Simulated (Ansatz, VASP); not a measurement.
One calculation of NaTlTe2, two programs

The input INCAR:

```
SYSTEM = NaTlTe2
PREC = Accurate
ENCUT = 520
EDIFF = 1E-6
ISMEAR = -1
SIGMA = 0.02
LREAL = .FALSE.
LASPH = .TRUE.
NELM = 60
ALGO = Normal
ISIF = 2
LWAVE = .FALSE.
LCHARG = .FALSE.
NBANDS = 24
```

Contents of KPOINTS:

```
Automatic mesh
0
G
  6 6 4
  0 0 0
```

The input POSCAR:

```
NaTlTe2
1.0
    4.6345895051      0.0000000000      0.0000000000
    0.0000000000      4.6345895051      0.0000000000
    0.0000000000      0.0000000000      7.4229369334
Na Te Tl
1 2 1
Direct
    0.0000000000      0.0000000000      0.0000000000
    0.0000000000      0.5000000000      0.2685692974
    0.5000000000      0.0000000000      0.7314307026
    0.5000000000      0.5000000000      0.5000000000
```

Input for Ansatz:

```yaml
crystal:
  lattice:
    - [4.6345895051, 0.0, 0.0]
    - [0.0, 4.6345895051, 0.0]
    - [0.0, 0.0, 7.4229369334]
  atoms:
    - { symbol: Na, position: [0.0, 0.0, 0.0] }
    - { symbol: Te, position: [0.0, 0.5, 0.2685692974] }
    - { symbol: Tl, position: [0.5, 0.5, 0.5] }
    - { symbol: Te, position: [0.5, 0.0, 0.7314307026] }
kpoints:
  mp_grid: { grid: [6, 6, 4] }
  band_path:
    path:
      - [0.0, 0.0, 0.0]
      - [0.0, 0.5, 0.0]
      - [0.5, 0.5, 0.0]
      - [0.0, 0.0, 0.5]
      - [0.0, 0.5, 0.5]
      - [0.5, 0.5, 0.5]
      - [0.0, 0.140625, 0.0]
    npoints: 1
hamiltonian:
  xc: lda
scf:
  occupations: { method: fermi_dirac, width: 0.02 }
  n_extra_bands: 5
output:
  forces: true
  stress: true
  eigenvalues: true
```

Alike in both runs: task single point; functional LDA; k mesh 6 × 6 × 4; occupations fermi-dirac, width 0.02 eV; no spin polarisation.

|  | VASP | Ansatz |
| --- | --- | --- |
| version | VASP 6.6.1 | Ansatz 0.2.0 |
| potentials or method | VASP PAW LDA potentials, release 64 (Na_pv, Te, Tl_d) | plane waves, PAW |
| plane-wave cutoff (eV) | 520 | 420 |
| valence electrons in the cell | 32 | 54 |

```tsv
	VASP	Ansatz	Ansatz less VASP
pressure (GPa)	-1.5	-1.5	-0.03
rms of the force components (eV/Å)	0.049	0.052	+0.0035
```

LDA's correlation is that of Perdew and Zunger in VASP and of Perdew and Wang (1992) in Ansatz. VASP's potentials hold 32 valence electrons a cell and Ansatz's 54, so a difference there can come from the potentials and not from the codes.

Spin-orbit coupling is off throughout.
